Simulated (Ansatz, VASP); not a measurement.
TiSi16: VASP beside Ansatz

```
Si Ti
1.0
     0.00000    5.43000    5.43000
     5.43000    0.00000    5.43000
     5.43000    5.43000    0.00000
Si Ti
16 1
Cartesian
  0.0020 -0.0425 -0.0389
  1.3526 1.3569 1.3616
  2.7517 2.7069 -0.0377
  4.1217 4.0177 1.3380
  2.7529 -0.0425 2.7122
  4.1223 1.3352 4.0217
  5.4613 2.6797 2.6826
  6.8059 4.0176 4.0223
  0.0373 2.6673 2.6765
  1.3462 3.9877 3.9916
  2.7457 5.3910 2.6471
  4.1500 6.7894 3.9939
  2.7472 2.6436 5.3967
  4.1522 3.9878 6.7977
  5.4967 5.3910 5.3982
  6.8015 6.7679 6.7723
  2.7511 5.3858 5.3928
```

Alike in both runs: functional PBEsol; k mesh 2 × 2 × 2; occupations gaussian, width 0.05 eV; no spin polarisation.

Ansatz relaxed the structure, and its values are those at the end. VASP's run is a single point on that final structure, the one shown.

|  | VASP | Ansatz |
| --- | --- | --- |
| version | VASP 6.6.1 | Ansatz 0.2.0 |
| potentials or method | VASP PAW PBE potentials, release 64 (Si, Ti_sv), cutoff 520 eV | scalar-relativistic, plane waves, PAW |
| valence electrons in the cell | 76 | 76 |

```csv
,VASP,Ansatz,Ansatz less VASP
rms of the force components (eV/Å),0.003,0.004,+0.0007
```

VASP's potentials were made for PBE, not for PBEsol, and Ansatz warns of the same on its side.

The k mesh is coarse, so the values compare programs but aren't converged.
